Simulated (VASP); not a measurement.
# Ge (Cmce) in VASP: notebook

Ge is run at these levels: PBE; tasks: single point, relaxation of cell and atoms.

All numbers are computed with VASP 6.6.1; they aren't measurements. Logs are shortened: lines on timing, memory, paths and dates and some standing lists are left out, and cuts for length are marked.

## (1) The cell of the first run

It takes space group Cmce (No. 64, orthorhombic). The conventional cell has a = 4.819 Å, b = 7.822 Å, c = 4.783 Å, α = 90.00°, β = 90.00°, γ = 90.00°. Within 3.5 Å of Ge (site symmetry m) lie 7 Ge at 2.67 to 2.92 Å.

## (2) Single point, PBE

INCAR reads:

```
ALGO = Normal
EDIFF = 1E-6
ENCUT = 520
GGA = PE
ISIF = 2
ISMEAR = 0
LASPH = True
LCHARG = False
LREAL = False
LWAVE = False
NBANDS = 36
NELM = 100
PREC = Accurate
SIGMA = 0.1
```

KPOINTS reads:

```
k-points
0
Gamma
  4 4 4
```

POSCAR reads:

```
Ge
1.0
    2.4094454588     -3.9112264558      0.0000000000
    2.4094454588      3.9112264558      0.0000000000
    0.0000000000      0.0000000000      4.7831802912
Ge
4
Direct
    0.1608501623      0.8391498377      0.0934238586
    0.6608501623      0.3391498377      0.4065761414
    0.8391498377      0.1608501623      0.9065761414
    0.3391498377      0.6608501623      0.5934238586
```

Potentials or basis: VASP PAW PBE potentials, release 64 (Ge_d).

On the command line:

```console
$ cat potpaw_PBE.64/Ge_d/POTCAR > POTCAR
$ mpirun -np 1 vasp_std > vasp.out
```

OUTCAR:

```text
EDIFF = 1E-6
   ENCUT = 520
   GGA = PE
   ISIF = 2
   ISMEAR = 0
   LASPH = True
   LREAL = False
   NELM = 100
   PREC = Accurate

 ion  position               nearest neighbor table
   1  0.161  0.839  0.093-   3 2.67   4 2.77   4 2.77   2 2.84   2 2.84
   2  0.661  0.339  0.407-   4 2.67   3 2.77   3 2.77   1 2.84   1 2.84
   3  0.839  0.161  0.907-   1 2.67   2 2.77   2 2.77   4 2.84   4 2.84
   4  0.339  0.661  0.593-   2 2.67   1 2.77   1 2.77   3 2.84   3 2.84

  LATTYP: Found a base centered orthorhombic cell.
 ALAT       =     4.8188909176
 B/A-ratio  =     1.6232890608
 C/A-ratio  =     0.9925894512

  Lattice vectors:

 A1 = (   2.4094454588,  -3.9112264558,   0.0000000000)
 A2 = (   2.4094454588,   3.9112264558,   0.0000000000)
 A3 = (   0.0000000000,   0.0000000000,   4.7831802912)

Analysis of symmetry for initial positions (statically):
=====================================================================
 Subroutine PRICEL returns:
 Original cell was already a primitive cell.

 Routine SETGRP: Setting up the symmetry group for a
 base centered orthorhombic supercell.

 Subroutine GETGRP returns: Found  8 space group operations
 (whereof  4 operations were pure point group operations)
 out of a pool of  8 trial point group operations.

The static configuration has the point symmetry C_2h.
 The point group associated with its full space group is D_2h.

Analysis of symmetry for dynamics (positions and initial velocities):
=====================================================================
 Subroutine PRICEL returns:
 Original cell was already a primitive cell.

 Routine SETGRP: Setting up the symmetry group for a
 base centered orthorhombic supercell.

 Subroutine GETGRP returns: Found  8 space group operations
 (whereof  4 operations were pure point group operations)
 out of a pool of  8 trial point group operations.

The dynamic configuration has the point symmetry C_2h.
 The point group associated with its full space group is D_2h.

 Subroutine INISYM returns: Found  8 space group operations
 (whereof  4 operations are pure point group operations),
 and found     1 'primitive' translations

----------------------------------------------------------------------------------------

                                     Primitive cell

  volume of cell :      90.1523

  direct lattice vectors                    reciprocal lattice vectors
     2.409445459 -3.911226456  0.000000000     0.207516629 -0.127837139  0.000000000
     2.409445459  3.911226456  0.000000000     0.207516629  0.127837139  0.000000000
     0.000000000  0.000000000  4.783180291     0.000000000  0.000000000  0.209065922

  length of vectors
     4.593813210  4.593813210  4.783180291     0.243732406  0.243732406  0.209065922

  position of ions in fractional coordinates (direct lattice)
     0.160850162  0.839149838  0.093423859
     0.660850162  0.339149838  0.406576141
     0.839149838  0.160850162  0.906576141
     0.339149838  0.660850162  0.593423859

  ion indices of the primitive-cell ions
   primitive index   ion index
                 1           1
                 2           2
                 3           3
                 4           4

----------------------------------------------------------------------------------------

 KPOINTS: k-points

Automatic generation of k-mesh.
 Grid dimensions read from file:
 generate k-points for:    4    4    4

 Generating k-lattice:

  Cartesian coordinates                     Fractional coordinates (reciprocal lattice)
     0.051879157 -0.031959285  0.000000000     0.250000000  0.000000000  0.000000000
     0.051879157  0.031959285  0.000000000     0.000000000  0.250000000  0.000000000
     0.000000000  0.000000000  0.052266481     0.000000000  0.000000000  0.250000000

  Length of vectors
     0.060933101  0.060933101  0.052266481

  Shift w.r.t. Gamma in fractional coordinates (k-lattice)
     0.000000000  0.000000000  0.000000000

 Subroutine IBZKPT returns following result:
 ===========================================

 Found     21 irreducible k-points:

 Following reciprocal coordinates:
            Coordinates               Weight
  0.000000  0.000000  0.000000      1.000000
  0.250000  0.000000  0.000000      4.000000
  0.500000  0.000000  0.000000      2.000000
  0.250000  0.250000  0.000000      2.000000
  0.500000  0.250000  0.000000      4.000000
 -0.250000  0.250000  0.000000      2.000000
[... 13 lines left out ...]
 -0.250000  0.250000  0.500000      2.000000
  0.500000  0.500000  0.500000      1.000000
   k-points           NKPTS =     21   k-points in BZ     NKDIM =     21   number of bands    NBANDS=     36
   number of dos      NEDOS =    301   number of ions     NIONS =      4
   total plane-waves  NPLWV =  46656
   dimension x,y,z NGX =    36 NGY =   36 NGZ =   36
   dimension x,y,z NGXF=    72 NGYF=   72 NGZF=   72
   ions per type =               4
   NGX,Y,Z   is equivalent  to a cutoff of  13.03, 13.03, 12.51 a.u.
   NGXF,Y,Z  is equivalent  to a cutoff of  26.06, 26.06, 25.02 a.u.
 SYSTEM =  unknown system
   PREC   = accura    normal or accurate (medium, high low for compatibility)
   ISTART =      0    job   : 0-new  1-cont  2-samecut
   ICHARG =      2    charge: 1-file 2-atom 10-const
   ISPIN  =      1    spin polarized calculation?
   LNONCOLLINEAR =      F non collinear calculations
   LSORBIT =      F    spin-orbit coupling
   LASPH  =      T    aspherical Exc in radial PAW
   ENCUT  =  520.0 eV  38.22 Ry    6.18 a.u.   8.54  8.54  8.89*2*pi/ulx,y,z
   NELM   =    100;   NELMIN=  2; NELMDL= -5     # of ELM steps
   EDIFF  = 0.1E-05   stopping-criterion for ELM
   LREAL  =      F    real-space projection
   EDIFFG = 0.1E-04   stopping-criterion for IOM
   NSW    =      0    number of steps for IOM
   IBRION =     -1    ionic relax: 0-MD 1-quasi-New 2-CG
   NFREE  =      0    steps in history (QN), initial steepest desc. (CG)
   ISIF   =      2    stress and relaxation
   ISYM   =      2    0-nonsym 1-usesym 2-fastsym
   POTIM  = 0.5000    time-step for ionic-motion
   TEBEG  =    0.0;   TEEND  =   0.0 temperature during run
   PSTRESS=    0.0 pullay stress
   NELECT =      56.0000    total number of electrons
   NUPDOWN=      -1.0000    fix difference up-down
   EMIN   =  10.00;   EMAX   =-10.00  energy-range for DOS
   EFERMI =   0.00;   METHOD = LEGACY
   ISMEAR =     0;   SIGMA  =   0.10  broadening in eV -4-tet -1-fermi 0-gaus
   EFERMI_NEDOS =   21; number of points for ismear=-14 and -15
   IALGO  =     38    algorithm
   IMIX   =      4    mixing-type and parameters
     AMIX     =   0.40;   BMIX     =  1.00
     AMIX_MAG =   1.60;   BMIX_MAG =  1.00
  volume/ion in A,a.u.               =      22.54       152.09
  Fermi-wavevector in a.u.,A,eV,Ry     =   1.396835  2.639636 26.546996  1.951149
  Thomas-Fermi vector in A             =   2.520151
   LORBIT       =      0    0 simple, 1 ext, 2 COOP (PROOUT), +10 PAW based schemes
   GGA     = PE    functional components
   LHFCALC =     F    Hartree Fock is set to
   AEXX    =    0.0000 exact exchange contribution
   IVDW    =     0    specifies the selected vdW correction
   LEPSILON=     F    determine dielectric tensor
   LRPA    =     F    only Hartree local field effects (RPA)
 non-spin polarized calculation
 Gauss-broadening in eV      SIGMA  =   0.10
  energy-cutoff  :      520.00
  volume of cell :       90.15
 maximum number of plane-waves:      2443
 NGX is ok and might be reduce to    36
   NGX = 17   NGY = 17   NGZ = 17

 number of electron      55.9999991 magnetization

 Free energy of the ion-electron system (eV)
  ---------------------------------------------------
  ext. energy  EPLUGINS =         0.00000000
  ---------------------------------------------------
  free energy    TOTEN  =       -16.90537070 eV

  energy without entropy =      -16.89939344  energy(sigma->0) =      -16.90238207

 E-fermi :   4.9752     XC(G=0): -10.2044

 val. band max:        4.8261556166   @ k =   0.0000   0.0000   0.5000
 cond. band min:       4.9995147127   @ k =   0.2500   0.0000   0.0000
 fundamental gap:      0.1733590961
 Fermi energy:         4.9751736474

 k-point     1 :       0.0000    0.0000    0.0000
  band No.  band energies     occupation
      1     -19.7379      2.00000
      2     -19.7336      2.00000
      3     -19.7335      2.00000
      4     -19.7253      2.00000
      5     -19.7120      2.00000
      6     -19.7079      2.00000
[... 28 lines left out ...]
     35       9.9362      0.00000
     36      10.3983      0.00000

 k-point     2 :       0.2500    0.0000    0.0000
  band No.  band energies     occupation
      1     -19.7441      2.00000
      2     -19.7359      2.00000
      3     -19.7296      2.00000
      4     -19.7196      2.00000
      5     -19.7102      2.00000
      6     -19.7031      2.00000
[... 28 lines left out ...]
     35      10.0289      0.00000
     36      10.4892      0.00000

 k-point     3 :       0.5000    0.0000    0.0000
  band No.  band energies     occupation
      1     -19.7447      2.00000
      2     -19.7447      2.00000
      3     -19.7189      2.00000
      4     -19.7189      2.00000
      5     -19.7148      2.00000
      6     -19.7148      2.00000
[... 28 lines left out ...]
     35      11.6625      0.00000
     36      11.6625      0.00000
[... 625 lines left out ...]
 k-point    20 :      -0.2500    0.2500    0.5000
  band No.  band energies     occupation
      1     -19.7449      2.00000
      2     -19.7449      2.00000
      3     -19.7186      2.00000
      4     -19.7186      2.00000
      5     -19.7077      2.00000
      6     -19.7077      2.00000
[... 28 lines left out ...]
     35      11.3959      0.00000
     36      11.3959      0.00000

 k-point    21 :       0.5000    0.5000    0.5000
  band No.  band energies     occupation
      1     -19.7523      2.00000
      2     -19.7523      2.00000
      3     -19.7112      2.00000
      4     -19.7112      2.00000
      5     -19.7060      2.00000
      6     -19.7060      2.00000
[... 28 lines left out ...]
     35      12.7857      0.00000
     36      12.7883      0.00000

------------------------ aborting loop because EDIFF is reached ----------------------------------------

  FORCE on cell =-STRESS in cart. coord.  units (eV):
  Direction    XX          YY          ZZ          XY          YZ          ZX
  --------------------------------------------------------------------------------------
  -------------------------------------------------------------------------------------
  Total       -0.2086172     -0.2412557     -0.2135505      0.0000000      0.0000000      0.0000000
  in kB       -3.7075240     -4.2875705     -3.7951974      0.0000000      0.0000000      0.0000000
  external PRESSURE =      -3.9300973 kB  Pullay stress =       0.0000000 kB

 VOLUME and BASIS-vectors are now :
 -----------------------------------------------------------------------------
  energy-cutoff  :      520.00
  volume of cell :       90.15
      direct lattice vectors                 reciprocal lattice vectors
     2.409445459 -3.911226456  0.000000000     0.207516629 -0.127837139  0.000000000
     2.409445459  3.911226456  0.000000000     0.207516629  0.127837139  0.000000000
     0.000000000  0.000000000  4.783180291     0.000000000  0.000000000  0.209065922

 POSITION                                       TOTAL-FORCE (eV/Angst)
 -----------------------------------------------------------------------------------
      2.40945      2.65298      0.44686         0.000000      0.021412      0.032919
      2.40945     -1.25824      1.94473         0.000000      0.021412     -0.032919
      2.40945     -2.65298      4.33632         0.000000     -0.021412     -0.032919
      2.40945      1.25824      2.83845         0.000000     -0.021412      0.032919
 -----------------------------------------------------------------------------------
    total drift:                                0.000000     -0.000000      0.000000

  FREE ENERGIE OF THE ION-ELECTRON SYSTEM (eV)
  ---------------------------------------------------
  free  energy   TOTEN  =       -16.9053707020 eV

  energy  without entropy=      -16.8993934376  energy(sigma->0) =      -16.90238207
```

It took 52 s on 1 thread of Intel Xeon Platinum 8259CL at 2.50GHz (Skylake/Cascade Lake), shared host; peak memory 0.21 GiB.

What came out:

* Free energy: -16.9054 eV
* Pressure: -0.4 GPa
* Largest force: 0.039 eV/Å
* Band gap on the k mesh: zero (band 28 reaches 5.99 eV, above the bottom of band 29 at 4.09 eV)

Forces in eV/Å, atoms in the order of the input:
```
Ge   0.000  0.021  0.033
Ge   0.000  0.021 -0.033
Ge   0.000 -0.021 -0.033
Ge   0.000 -0.021  0.033
```

Caveat: the k points lie up to 0.38 Å⁻¹ apart.

## (3) Relaxation of cell and atoms, PBE

This run uses another cell than the first one, of 24.07 Å³/atom, 1.068 times its volume.

INCAR reads:

```
SYSTEM = Ge
PREC = Accurate
ENCUT = 600
EDIFF = 1E-6
ISMEAR = 0
SIGMA = 0.1
LREAL = .False.
LASPH = .True.
NELM = 100
ALGO = Normal
ISIF = 3
LWAVE = .False.
LCHARG = .False.
GGA = PE
IBRION = 2
NSW = 90
EDIFFG = -0.04
```

KPOINTS reads:

```
Automatic mesh
0
Gamma
  4 4 4
  0 0 0
```

POSCAR reads:

```
Ge
1.0
    2.4205483000     -4.1023804828      0.0000000000
    2.4205483000      4.1023804828      0.0000000000
    0.0000000000      0.0000000000      4.8475360838
Ge
4
Direct
    0.1525000000      0.8475000000      0.0785000000
    0.6525000000      0.3475000000      0.4215000000
    0.8475000000      0.1525000000      0.9215000000
    0.3475000000      0.6525000000      0.5785000000
```

Potentials or basis: VASP PAW PBE potentials, release 64 (Ge_d).

On the command line:

```console
$ cat potpaw_PBE.64/Ge_d/POTCAR > POTCAR
$ mpirun -np 1 vasp_std > vasp.out
```

It took 16 min on 1 thread of Intel Xeon Platinum 8259CL at 2.50GHz (Skylake/Cascade Lake), shared host; peak memory 0.28 GiB.

The run converged. Its results:

* Free energy: -16.9136 eV
* Relaxed volume: 22.36 Å³/atom
* Relaxed cell: a = 4.615 Å, b = 4.615 Å, c = 4.694 Å, α = 90.00°, β = 90.00°, γ = 116.55°
* Space group after relaxing (to 0.05 Å): Cmce (No. 64)
* Energy gained by relaxing: 55.2 meV/atom
* Ionic steps: 18
* Pressure after relaxing: 0.1 GPa
* Largest force after relaxing: 0.022 eV/Å
* Band gap on the k mesh: zero (band 28 reaches 5.88 eV, above the bottom of band 29 at 4.08 eV)

Forces in eV/Å, atoms in the order of the input:
```
Ge   0.000  0.020  0.009
Ge   0.000  0.020 -0.009
Ge   0.000 -0.020 -0.009
Ge   0.000 -0.020  0.009
```

Stress tensor (GPa, compression positive):
```
-0.12  0.00  0.00
 0.00  0.25  0.00
 0.00  0.00  0.08
```

Step by step:
| step | energy change (eV) | largest force (eV/Å) | pressure (GPa) | volume (Å³) |
| --- | --- | --- | --- | --- |
| 1 | 0.0000 | 0.7469 | -3.57 | 96.27 |
| 2 | -0.1634 | 0.3301 | 0.33 | 89.00 |
| 3 | -0.1652 | 0.2717 | 0.93 | 88.16 |
| 4 | -0.1888 | 0.1512 | 0.50 | 89.03 |
| 5 | -0.1962 | 0.1660 | -0.01 | 90.05 |
| 6 | -0.1964 | 0.1565 | 0.02 | 89.94 |
| 7 | -0.2032 | 0.1226 | -0.27 | 90.19 |
| 8 | -0.2080 | 0.1079 | -0.63 | 90.59 |
| 9 | -0.2129 | 0.0911 | -0.24 | 89.92 |
| 10 | -0.2143 | 0.0459 | 0.76 | 88.23 |
| 11 | -0.2158 | 0.0646 | 0.38 | 88.90 |
| 12 | -0.2178 | 0.0319 | 0.25 | 89.13 |
| 13 | -0.2184 | 0.0252 | 0.13 | 89.33 |
| 14 | -0.2191 | 0.0230 | -0.09 | 89.63 |
| 15 | -0.2193 | 0.0205 | -0.28 | 89.92 |
| 16 | -0.2197 | 0.0207 | -0.23 | 89.86 |
| 17 | -0.2202 | 0.0222 | -0.23 | 89.75 |
| 18 | -0.2207 | 0.0224 | 0.07 | 89.46 |

Final structure:
```cif
data_structure
_symmetry_space_group_name_H-M 'P 1'
_symmetry_Int_Tables_number 1
_cell_length_a 4.6155
_cell_length_b 4.6155
_cell_length_c 4.6942
_cell_angle_alpha 90.000
_cell_angle_beta 90.000
_cell_angle_gamma 116.547
_cell_volume 89.46
loop_
_atom_site_label
_atom_site_type_symbol
_atom_site_fract_x
_atom_site_fract_y
_atom_site_fract_z
_atom_site_occupancy
Ge1 Ge 0.15893 0.84107 0.10113 1
Ge2 Ge 0.65893 0.34107 0.39887 1
Ge3 Ge 0.84107 0.15893 0.89887 1
Ge4 Ge 0.34107 0.65893 0.60113 1
```

Levels at points of the mesh, in eV from the Fermi level:
```
           k point  band 25  band 26  band 27  band 28  band 29  band 30  band 31  band 32
(0.00, 0.00, 0.00)    -3.48    -2.09    -1.22    -1.15    -0.79     1.64     2.99     3.09
(0.50, 0.00, 0.00)    -3.04    -3.04    -1.07    -1.07     1.31     1.31     2.89     2.89
(0.50, 0.50, 0.00)    -4.48    -3.11    -0.67    -0.28    -0.25     1.23     1.53     1.83
(0.00, 0.00, 0.50)    -2.08    -2.08    -1.82    -1.82    -0.12    -0.12     2.42     2.42
(0.50, 0.00, 0.50)    -2.92    -2.92    -1.47    -1.47     3.68     3.68     4.05     4.05
(0.50, 0.50, 0.50)    -3.24    -3.24    -2.96    -2.96     3.36     3.36     4.10     4.10
```

Caveat: the k points lie up to 0.38 Å⁻¹ apart in the final cell.

## (4) Single point, PBE

This run uses another cell than the first one, of 24.07 Å³/atom, 1.068 times its volume.

INCAR reads:

```
SYSTEM = Ge
PREC = Accurate
ENCUT = 520
EDIFF = 1E-7
ISMEAR = 0
SIGMA = 0.1
LREAL = .FALSE.
LASPH = .TRUE.
NELM = 100
ALGO = Normal
ISIF = 2
LWAVE = .FALSE.
LCHARG = .TRUE.
GGA = PE
LELF = .TRUE.
LVHAR = .TRUE.
NBANDS = 36
```

KPOINTS reads:

```
regular mesh
0
G
  4 4 4
  0 0 0
```

POSCAR is that of step 3.

On the command line:

```console
$ cat potpaw_PBE.64/Ge_d/POTCAR > POTCAR
$ mpirun -np 1 vasp_std > vasp.out
```

It took 61 s on 1 thread of Intel Xeon Platinum 8259CL at 2.50GHz (Skylake/Cascade Lake), shared host; peak memory 0.22 GiB.

It converged, with:

- Free energy: -16.6928 eV
- Pressure: -3.6 GPa
- Largest force: 0.747 eV/Å
- Band gap on the k mesh: zero (band 28 reaches 5.03 eV, above the bottom of band 29 at 3.74 eV)

Forces on the atoms (eV/Å):
```
Ge   0.000 -0.693  0.279
Ge   0.000 -0.693 -0.279
Ge   0.000  0.693 -0.279
Ge   0.000  0.693  0.279
```

Stress tensor (GPa, compression positive):
```
-3.18  0.00  0.00
 0.00 -2.96  0.00
 0.00  0.00 -4.57
```

Levels at points of the mesh, in eV from the Fermi level:
| k point | band 26 | band 27 | band 28 | band 29 | band 30 | band 31 |
| --- | --- | --- | --- | --- | --- | --- |
| (0.00, 0.00, 0.00) | -2.76 | -2.02 | -1.02 | -0.86 | 1.39 | 2.40 |
| (0.50, 0.00, 0.00) | -2.88 | -1.45 | -1.45 | 0.61 | 0.61 | 2.45 |
| (0.50, 0.50, 0.00) | -3.04 | -1.00 | -0.70 | -0.07 | 1.15 | 1.52 |
| (0.00, 0.00, 0.50) | -2.35 | -1.79 | -1.79 | -0.21 | -0.21 | 1.67 |
| (0.50, 0.00, 0.50) | -3.21 | -1.99 | -1.99 | 3.29 | 3.29 | 3.43 |
| (0.50, 0.50, 0.50) | -2.84 | -2.72 | -2.72 | 2.35 | 2.35 | 3.50 |

Caveat: the k points lie up to 0.38 Å⁻¹ apart.

## (5) The runs side by side

```tsv
task	cell	cutoff (eV)	gap on the mesh (eV)	pressure (GPa)	largest force (eV/Å)
single point	a = 4.594, b = 4.594, c = 4.783 Å, angles 90.0, 90.0, 116.7°, 4 atoms	520	none	-0.4	0.04
relaxation of cell and atoms	relaxed from a = 4.763, b = 4.763, c = 4.848 Å, angles 90.0, 90.0, 118.9°, 4 atoms	600	none	0.1	0.02
single point	a = 4.763, b = 4.763, c = 4.848 Å, angles 90.0, 90.0, 118.9°, 4 atoms	520	none	-3.6	0.75
```

Alike in all rows: level PBE; potentials or basis VASP PAW PBE potentials, release 64 (Ge_d); no spin polarisation; k mesh 4 × 4 × 4; smearing gaussian 0.1 eV.

Caveats: all runs use coarse meshes.

Total energies depend on the potentials used, so only differences within one code and one set of settings carry meaning.
